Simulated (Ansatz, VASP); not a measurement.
**One calculation of Y, two programs**

File INCAR:

```
ALGO = Fast
EDIFF = 1E-7
ENCUT = 520
GGA = PS
ISIF = 2
ISMEAR = 0
LASPH = T
LCHARG = T
LELF = T
LREAL = F
LVHAR = T
LWAVE = F
NBANDS = 12
NELM = 80
PREC = Accurate
SIGMA = 0.1
```

The input KPOINTS:

```
k-points
0
Gamma
  14 14 14
```

POSCAR

```
Y
1.0
    0.0000000000      2.3846631718      2.3846631718
    2.3846631718      0.0000000000      2.3846631718
    2.3846631718      2.3846631718      0.0000000000
Y
1
Direct
    0.0000000000      0.0000000000      0.0000000000
```

Input for Ansatz:

```yaml
crystal:
  lattice:
    - [0.0, 2.3846631718, 2.3846631718]
    - [2.3846631718, 0.0, 2.3846631718]
    - [2.3846631718, 2.3846631718, 0.0]
  atoms:
    - { symbol: "Y", position: [0.0, 0.0, 0.0] }
basis:
  ecutwfc: 420
kpoints:
  mp_grid: { grid: [14, 14, 14] }
hamiltonian:
  xc: pbesol
scf:
  occupations: { method: gaussian, width: 0.1 }
output:
  forces: true
  stress: true
  eigenvalues: true
```

Alike in both runs: task single point; functional PBEsol; k mesh 14 × 14 × 14; occupations gaussian, width 0.1 eV; no spin polarisation.

|  | VASP | Ansatz |
| --- | --- | --- |
| version | VASP 6.6.1 | Ansatz 0.2.0 |
| potentials or method | VASP PAW PBE potentials, release 64 (Y_sv), cutoff 520 eV | scalar-relativistic, plane waves, PAW |
| valence electrons in the cell | 11 | 11 |

Ansatz gave:

- gap on the k mesh at the Fermi level (eV): none
- pressure (GPa): 6.5

Question: Which values does VASP return?

Answer: gap on the k mesh at the Fermi level (eV): none; pressure (GPa): 6.3.

VASP's potentials were made for PBE, not for PBEsol. A gap of «none» marks a metal or a gap that the smearing closes. With one functional, cell and mesh, what is left measures potentials, basis and numerics.
